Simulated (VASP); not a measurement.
Wanted: the native input for a VASP 6.6.1 run.

| Property | Result |
| --- | --- |
| Task | single point |
| Functional | r2SCAN |
| Potentials or basis | VASP PAW PBE potentials, release 64 (Mg, O) |
| Cutoff | 660 eV |
| k mesh | 10 × 10 × 10 |
| Occupations | gaussian, width 0.01 eV |
| Spin | no spin polarisation |
| Dipole correction | no |
| Further INCAR settings | ALGO = Normal; EDIFF = 1e-06; NBANDS = 11 |

MgO (rock salt):

```xyz
2
Lattice="0.0000 1.8234 1.8234 1.8234 0.0000 1.8234 1.8234 1.8234 0.0000" Properties=species:S:1:pos:R:3 pbc="T T T"
Mg    0.0000    0.0000    0.0000
O     1.8234    1.8234    1.8234
```

This cell differs from its parent crystal: volume scaled by 0.65.

These files were run (other wordings do the same):

POSCAR

```
MgO
1.0
    0.0000000000      1.8234333167      1.8234333167
    1.8234333167      0.0000000000      1.8234333167
    1.8234333167      1.8234333167      0.0000000000
Mg O
1 1
Direct
    0.0000000000      0.0000000000      0.0000000000
    0.5000000000      0.5000000000      0.5000000000
```

INCAR.step1

```
ALGO     = Normal         # electronic algorithm
EDIFF    = 1E-5           # SCF threshold, eV
ENCUT    = 660            # plane-wave cutoff, eV
GGA      = PE             # functional
GGA_COMPAT= False        
ISMEAR   = 0              # smearing method
LASPH    = True           # aspherical terms in the spheres
LCHARG   = False          # write CHGCAR
LREAL    = False          # projectors in reciprocal space
LWAVE    = True           # write WAVECAR
NBANDS   = 11             # bands
NELM     = 120            # most SCF steps
PREC     = Accurate       # precision mode
SIGMA    = 0.01           # smearing width, eV
```

INCAR.step2

```
ALGO     = Normal         # electronic algorithm
EDIFF    = 1E-6           # SCF threshold, eV
ENCUT    = 660            # plane-wave cutoff, eV
GGA_COMPAT= False        
ISIF     = 2              # what is computed and relaxed
ISMEAR   = 0              # smearing method
ISTART   = 1            
LASPH    = True           # aspherical terms in the spheres
LCHARG   = False          # write CHGCAR
LMIXTAU  = True         
LREAL    = False          # projectors in reciprocal space
LWAVE    = False          # write WAVECAR
METAGGA  = R2SCAN         # meta-GGA
NBANDS   = 11             # bands
NELM     = 120            # most SCF steps
PREC     = Accurate       # precision mode
SIGMA    = 0.01           # smearing width, eV
```

KPOINTS

```
k-points
0
Gamma
  10 10 10
```

Potentials or basis: VASP PAW PBE potentials, release 64 (Mg, O).

Run with:

```bash
$ cat potpaw_PBE.64/Mg/POTCAR potpaw_PBE.64/O/POTCAR > POTCAR
$ cp INCAR.step1 INCAR
$ mpirun -np 1 vasp_std > vasp.out
$ cp INCAR.step2 INCAR
$ mpirun -np 1 vasp_std > vasp.out
```

It gave:

```yaml
Pressure: 172.3 GPa
Band_gap_on_the_k_mesh: 10.18 eV, indirect (least direct gap 11.31 eV)
```

Caveat: the PAW data sets were made with another functional, which shifts forces and pressure a little.

Wall time 21 s on 1 thread of Intel(R) Xeon(R) Platinum 8488C (Sapphire Rapids), on a shared host, peak memory 0.15 GiB.
